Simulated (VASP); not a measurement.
# PrPb5 (P6/mmm) in VASP: single point with PBE

Aim: the single point of PrPb5 with PBE.

Program: VASP 6.6.1. These are calculated values, not measurements. Logs are shortened: lines on timing, memory, paths and dates and some standing lists are left out, and cuts for length are marked.

**1. The cell of the first run**

The structure is hexagonal, space group P6/mmm (No. 191). The conventional cell has a = 5.594 Å, b = 5.594 Å, c = 6.969 Å, α = 90.00°, β = 90.00°, γ = 120.00°. Within 4.6 Å of Pr (site symmetry 6/mmm) lie 14 Pb at 3.48 to 3.69 Å. Pb (site symmetry 3m) has 8 Pb at 3.23 to 3.65 Å and 3 Pr at 3.69 Å within 4.2 Å. Within 4.6 Å of Pb (site symmetry 6/mmm) lie 2 Pr at 3.48 Å and 12 Pb at 3.65 Å.

The cell was built from a structure type or drawn by symmetry, and may not be a known phase.

**2. Single point, PBE**

The input, INCAR:

```
SYSTEM = PrPb5
  PREC = Accurate
  ENCUT = 500
  EDIFF = 1E-6
  ISMEAR = 0
  SIGMA = 0.2
  LREAL = .FALSE.
  LASPH = .TRUE.
  NELM = 200
  ALGO = Normal
  ISIF = 2
  LWAVE = .FALSE.
  LCHARG = .TRUE.
  GGA = PE
  LELF = .TRUE.
  LVHAR = .TRUE.
  NBANDS = 50
  GGA_COMPAT = .FALSE.
  LMAXMIX = 6
```

The input, KPOINTS:

```
Automatic mesh
0
G
  4 4 2
  0 0 0
```

The input, POSCAR:

```
PrPb5
1.0
    5.5941752682     -0.0000000035      0.0000000000
   -2.7970876311      4.8446978973      0.0000000000
    0.0000000000      0.0000000000      6.9685414817
Pr Pb
1 5
Direct
    0.0000000000      0.0000000000      0.5000000000
    0.3333333333      0.6666666667      0.7552801901
    0.6666666667      0.3333333333      0.7552801901
    0.6666666667      0.3333333333      0.2447198099
    0.3333333333      0.6666666667      0.2447198099
    0.0000000000      0.0000000000      0.0000000000
```

Potentials or basis: VASP PAW PBE potentials, release 64 (Pr_3, Pb_d), 4f in core.

Run with:

```
$ cat potpaw_PBE.64/Pr_3/POTCAR potpaw_PBE.64/Pb_d/POTCAR > POTCAR
$ mpirun -np 1 vasp_std > vasp.out
```

OUTCAR:

```text
SYSTEM = PrPb5
   PREC = Accurate
   ENCUT = 500
   EDIFF = 1E-6
   ISMEAR = 0
   LREAL = .FALSE.
   LASPH = .TRUE.
   NELM = 200
   ISIF = 2
   GGA = PE

 ion  position               nearest neighbor table
   1  0.000  0.000  0.500-   6 3.48   6 3.48   4 3.69   5 3.69   2 3.69   3 3.69   3 3.69   4 3.69
                             2 3.69   5 3.69   3 3.69   4 3.69   2 3.69   5 3.69
   2  0.333  0.667  0.755-   3 3.23   3 3.23   3 3.23   5 3.41   5 3.56   6 3.65   6 3.65   6 3.65
                             1 3.69   1 3.69   1 3.69
   3  0.667  0.333  0.755-   2 3.23   2 3.23   2 3.23   4 3.41   4 3.56   6 3.65   6 3.65   6 3.65
                             1 3.69   1 3.69   1 3.69
   4  0.667  0.333  0.245-   5 3.23   5 3.23   5 3.23   3 3.41   3 3.56   6 3.65   6 3.65   6 3.65
                             1 3.69   1 3.69   1 3.69
   5  0.333  0.667  0.245-   4 3.23   4 3.23   4 3.23   2 3.41   2 3.56   6 3.65   6 3.65   6 3.65
                             1 3.69   1 3.69   1 3.69
   6  0.000  0.000  0.000-   1 3.48   1 3.48   3 3.65   4 3.65   5 3.65   2 3.65   3 3.65   4 3.65
                             2 3.65   5 3.65   3 3.65   4 3.65   2 3.65   5 3.65

  LATTYP: Found a hexagonal cell.
 ALAT       =     5.5941752682
 C/A-ratio  =     1.2456780754

  Lattice vectors:

 A1 = (   5.5941752682,  -0.0000000035,   0.0000000000)
 A2 = (  -2.7970876311,   4.8446978973,   0.0000000000)
 A3 = (   0.0000000000,   0.0000000000,   6.9685414817)

Analysis of symmetry for initial positions (statically):
=====================================================================
 Subroutine PRICEL returns:
 Original cell was already a primitive cell.

 Routine SETGRP: Setting up the symmetry group for a
 hexagonal supercell.

 Subroutine GETGRP returns: Found 24 space group operations
 (whereof 24 operations were pure point group operations)
 out of a pool of 24 trial point group operations.

The static configuration has the point symmetry D_6h.

Analysis of symmetry for dynamics (positions and initial velocities):
=====================================================================
 Subroutine PRICEL returns:
 Original cell was already a primitive cell.

 Routine SETGRP: Setting up the symmetry group for a
 hexagonal supercell.

 Subroutine GETGRP returns: Found 24 space group operations
 (whereof 24 operations were pure point group operations)
 out of a pool of 24 trial point group operations.

The dynamic configuration has the point symmetry D_6h.

 Subroutine INISYM returns: Found 24 space group operations
 (whereof 24 operations are pure point group operations),
 and found     1 'primitive' translations

----------------------------------------------------------------------------------------

                                     Primitive cell

  volume of cell :     188.8620

  direct lattice vectors                    reciprocal lattice vectors
     5.594175268 -0.000000003  0.000000000     0.178757360  0.103205610  0.000000000
    -2.797087631  4.844697897  0.000000000     0.000000000  0.206411219  0.000000000
     0.000000000  0.000000000  6.968541482     0.000000000  0.000000000  0.143502052

  length of vectors
     5.594175268  5.594175268  6.968541482     0.206411219  0.206411219  0.143502052

  position of ions in fractional coordinates (direct lattice)
     0.000000000  0.000000000  0.500000000
     0.333333333  0.666666667  0.755280190
     0.666666667  0.333333333  0.755280190
     0.666666667  0.333333333  0.244719810
     0.333333333  0.666666667  0.244719810
     0.000000000  0.000000000  0.000000000

  ion indices of the primitive-cell ions
   primitive index   ion index
                 1           1
                 2           2
                 3           3
                 4           4
                 5           5
                 6           6

----------------------------------------------------------------------------------------

 KPOINTS: Automatic mesh

Automatic generation of k-mesh.
 Grid dimensions read from file:
 generate k-points for:    4    4    2

 Generating k-lattice:

  Cartesian coordinates                     Fractional coordinates (reciprocal lattice)
     0.044689340  0.025801402  0.000000000     0.250000000 -0.000000000  0.000000000
     0.000000000  0.051602805  0.000000000     0.000000000  0.250000000  0.000000000
     0.000000000  0.000000000  0.071751026     0.000000000  0.000000000  0.500000000

  Length of vectors
     0.051602805  0.051602805  0.071751026

  Shift w.r.t. Gamma in fractional coordinates (k-lattice)
     0.000000000  0.000000000  0.000000000

 Subroutine IBZKPT returns following result:
 ===========================================

 Found      8 irreducible k-points:

 Following reciprocal coordinates:
            Coordinates               Weight
  0.000000  0.000000  0.000000      1.000000
  0.250000  0.000000  0.000000      6.000000
  0.500000  0.000000  0.000000      3.000000
  0.250000  0.250000  0.000000      6.000000
  0.000000  0.000000  0.500000      1.000000
  0.250000  0.000000  0.500000      6.000000
  0.500000  0.000000  0.500000      3.000000
  0.250000  0.250000  0.500000      6.000000
   k-points           NKPTS =      8   k-points in BZ     NKDIM =      8   number of bands    NBANDS=     50
   number of dos      NEDOS =    301   number of ions     NIONS =      6
   total plane-waves  NPLWV =  95256
   dimension x,y,z NGX =    42 NGY =   42 NGZ =   54
   dimension x,y,z NGXF=    84 NGYF=   84 NGZF=  108
   ions per type =               1   5
   NGX,Y,Z   is equivalent  to a cutoff of  12.48, 12.48, 12.88 a.u.
   NGXF,Y,Z  is equivalent  to a cutoff of  24.96, 24.96, 25.77 a.u.
 SYSTEM =  PrPb5
   PREC   = accura    normal or accurate (medium, high low for compatibility)
   ISTART =      0    job   : 0-new  1-cont  2-samecut
   ICHARG =      2    charge: 1-file 2-atom 10-const
   ISPIN  =      1    spin polarized calculation?
   LNONCOLLINEAR =      F non collinear calculations
   LSORBIT =      F    spin-orbit coupling
   LASPH  =      T    aspherical Exc in radial PAW
   ENCUT  =  500.0 eV  36.75 Ry    6.06 a.u.  10.20 10.20 12.71*2*pi/ulx,y,z
   NELM   =    200;   NELMIN=  2; NELMDL= -5     # of ELM steps
   EDIFF  = 0.1E-05   stopping-criterion for ELM
   LREAL  =      F    real-space projection
[... 7 lines left out ...]
   TEBEG  =    0.0;   TEEND  =   0.0 temperature during run
   PSTRESS=    0.0 pullay stress
   NELECT =      81.0000    total number of electrons
   NUPDOWN=      -1.0000    fix difference up-down
   EMIN   =  10.00;   EMAX   =-10.00  energy-range for DOS
   EFERMI =   0.00;   METHOD = LEGACY
   ISMEAR =     0;   SIGMA  =   0.20  broadening in eV -4-tet -1-fermi 0-gaus
   EFERMI_NEDOS =   21; number of points for ismear=-14 and -15
   IALGO  =     38    algorithm
   IMIX   =      4    mixing-type and parameters
     AMIX     =   0.40;   BMIX     =  1.00
     AMIX_MAG =   1.60;   BMIX_MAG =  1.00
  volume/ion in A,a.u.               =      31.48       212.42
  Fermi-wavevector in a.u.,A,eV,Ry     =   1.234587  2.333031 20.738061  1.524204
  Thomas-Fermi vector in A             =   2.369271
   LORBIT       =      0    0 simple, 1 ext, 2 COOP (PROOUT), +10 PAW based schemes
   GGA     = PE    functional components
   LHFCALC =     F    Hartree Fock is set to
   AEXX    =    0.0000 exact exchange contribution
   IVDW    =     0    specifies the selected vdW correction
   LEPSILON=     F    determine dielectric tensor
   LRPA    =     F    only Hartree local field effects (RPA)
 non-spin polarized calculation
 Gauss-broadening in eV      SIGMA  =   0.20
  energy-cutoff  :      500.00
  volume of cell :      188.86
 maximum number of plane-waves:      4814
 NGX is ok and might be reduce to    42
   NGX = 21   NGY = 21   NGZ = 25

 number of electron      81.0000010 magnetization

 Free energy of the ion-electron system (eV)
  ---------------------------------------------------
  ext. energy  EPLUGINS =         0.00000000
  ---------------------------------------------------
  free energy    TOTEN  =       -23.31085341 eV

  energy without entropy =      -23.22530155  energy(sigma->0) =      -23.26807748

 E-fermi :   6.5691     XC(G=0): -10.0354

 val. band max:        6.5224824178   @ k =   0.0000   0.0000   0.0000
 cond. band min:       6.6045075359   @ k =   0.2500   0.2500   0.0000
 fundamental gap:      0.0820251181
 Fermi energy:         6.5690601238

 k-point     1 :       0.0000    0.0000    0.0000
  band No.  band energies     occupation
      1     -30.5661      2.00000
      2     -12.5223      2.00000
      3     -12.5223      2.00000
      4     -12.5216      2.00000
      5     -10.5601      2.00000
      6     -10.5588      2.00000
[... 42 lines left out ...]
     49      10.0854      0.00000
     50      10.3414      0.00000

 k-point     2 :       0.2500    0.0000    0.0000
  band No.  band energies     occupation
      1     -30.5660      2.00000
      2     -12.5276      2.00000
      3     -12.5236      2.00000
      4     -12.5201      2.00000
      5     -10.5479      2.00000
      6     -10.5440      2.00000
[... 42 lines left out ...]
     49       9.8556      0.00000
     50      10.0617      0.00000

 k-point     3 :       0.5000    0.0000    0.0000
  band No.  band energies     occupation
      1     -30.5658      2.00000
      2     -12.5318      2.00000
      3     -12.5248      2.00000
      4     -12.5190      2.00000
      5     -10.5563      2.00000
      6     -10.5440      2.00000
[... 42 lines left out ...]
     49      10.5160      0.00000
     50      10.8474      0.00000

 k-point     4 :       0.2500    0.2500    0.0000
  band No.  band energies     occupation
      1     -30.5658      2.00000
      2     -12.5301      2.00000
      3     -12.5261      2.00000
      4     -12.5193      2.00000
      5     -10.5451      2.00000
      6     -10.5354      2.00000
[... 151 lines left out ...]
 k-point     7 :       0.5000    0.0000    0.5000
  band No.  band energies     occupation
      1     -30.5658      2.00000
      2     -12.5477      2.00000
      3     -12.5329      2.00000
      4     -12.5257      2.00000
      5     -10.5466      2.00000
      6     -10.5449      2.00000
[... 42 lines left out ...]
     49      10.0194      0.00000
     50      10.3569      0.00000

 k-point     8 :       0.2500    0.2500    0.5000
  band No.  band energies     occupation
      1     -30.5658      2.00000
      2     -12.5479      2.00000
      3     -12.5311      2.00000
      4     -12.5271      2.00000
      5     -10.5360      2.00000
      6     -10.5346      2.00000
[... 42 lines left out ...]
     49       9.9547      0.00000
     50      10.3905      0.00000

------------------------ aborting loop because EDIFF is reached ----------------------------------------

  FORCE on cell =-STRESS in cart. coord.  units (eV):
  Direction    XX          YY          ZZ          XY          YZ          ZX
  --------------------------------------------------------------------------------------
  -------------------------------------------------------------------------------------
  Total        0.2776865      0.2776865     -0.2638662     -0.0000000      0.0000000     -0.0000000
  in kB        2.3557039      2.3557039     -2.2384617     -0.0000000      0.0000000     -0.0000000
  external PRESSURE =       0.8243154 kB  Pullay stress =       0.0000000 kB

 VOLUME and BASIS-vectors are now :
 -----------------------------------------------------------------------------
  energy-cutoff  :      500.00
  volume of cell :      188.86
      direct lattice vectors                 reciprocal lattice vectors
     5.594175268 -0.000000003  0.000000000     0.178757360  0.103205610  0.000000000
    -2.797087631  4.844697897  0.000000000     0.000000000  0.206411219  0.000000000
     0.000000000  0.000000000  6.968541482     0.000000000  0.000000000  0.143502052

 POSITION                                       TOTAL-FORCE (eV/Angst)
 -----------------------------------------------------------------------------------
      0.00000      0.00000      3.48427         0.000000     -0.000000      0.000000
      0.00000      3.22980      5.26320         0.000000     -0.000000     -0.021206
      2.79709      1.61490      5.26320        -0.000000      0.000000     -0.021206
      2.79709      1.61490      1.70534        -0.000000      0.000000      0.021206
      0.00000      3.22980      1.70534         0.000000     -0.000000      0.021206
      0.00000      0.00000      0.00000         0.000000     -0.000000      0.000000
 -----------------------------------------------------------------------------------
    total drift:                                0.000000      0.000000      0.000000

  FREE ENERGIE OF THE ION-ELECTRON SYSTEM (eV)
  ---------------------------------------------------
  free  energy   TOTEN  =       -23.3108534068 eV

  energy  without entropy=      -23.2253015486  energy(sigma->0) =      -23.26807748
```

Wall time 52 s (1 thread of Intel Xeon 6975P-C (Granite Rapids), shared host); peak memory 0.31 GiB.

Results:

```yaml
Free_energy: -23.3109 eV
Pressure: 0.1 GPa
Largest_force: 0.021 eV/Å
Band_gap_on_the_k_mesh: zero (an odd number of electrons rules out a gap without spin polarisation)
```

Forces on the atoms (eV/Å):
```
Pr   0.000  0.000  0.000
Pb   0.000  0.000 -0.021
Pb   0.000  0.000 -0.021
Pb   0.000  0.000  0.021
Pb   0.000  0.000  0.021
Pb   0.000  0.000  0.000
```

Caveat: the k points lie up to 0.45 Å⁻¹ apart, too coarse for converged energies and pressures of a metal; spin-orbit coupling is left out, which moves the levels of the heavy elements; the 4f electrons are frozen in the core, so they carry no moment and show no levels.
